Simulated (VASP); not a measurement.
Runs of VASP 6.6.1 on TiAl. The structure is that of space group P-6m2 (No. 187), or close to it. The cells are those of the table. 

```csv
cell,gap on the mesh (eV),pressure (GPa)
"a = 2.867, b = 2.867, c = 4.678 Å, angles 90.0, 90.0, 120.0°, 2 atoms",none,-0.8
"a = 2.905, b = 2.905, c = 4.740 Å, angles 90.0, 90.0, 120.0°, 2 atoms",none,-4.8
"a = 2.748, b = 2.748, c = 4.483 Å, angles 90.0, 90.0, 120.0°, 2 atoms",none,17.1
"a = 2.829, b = 2.829, c = 4.615 Å, angles 90.0, 90.0, 120.0°, 2 atoms",none,(a)
"a = 2.942, b = 2.942, c = 4.800 Å, angles 90.0, 90.0, 120.0°, 2 atoms",none,-8.1
"a = 2.789, b = 2.789, c = 4.550 Å, angles 90.0, 90.0, 120.0°, 2 atoms",none,10.0
"a = 2.978, b = 2.978, c = 4.858 Å, angles 90.0, 90.0, 120.0°, 2 atoms",none,(b)
```

Alike in all rows: task single point; level r2SCAN; potentials or basis VASP PAW PBE potentials, release 64 (Ti_sv, Al); no spin polarisation; k mesh 12 × 12 × 6; cutoff (eV) 520; smearing fermi-dirac 0.15 eV.

Fill in the values left out.

(a) 4.1; (b) -10.8.

Caveats: the PAW data sets were made with another functional, which shifts forces and pressure a little.

A gap of «none» marks levels without a gap at the run's occupations.
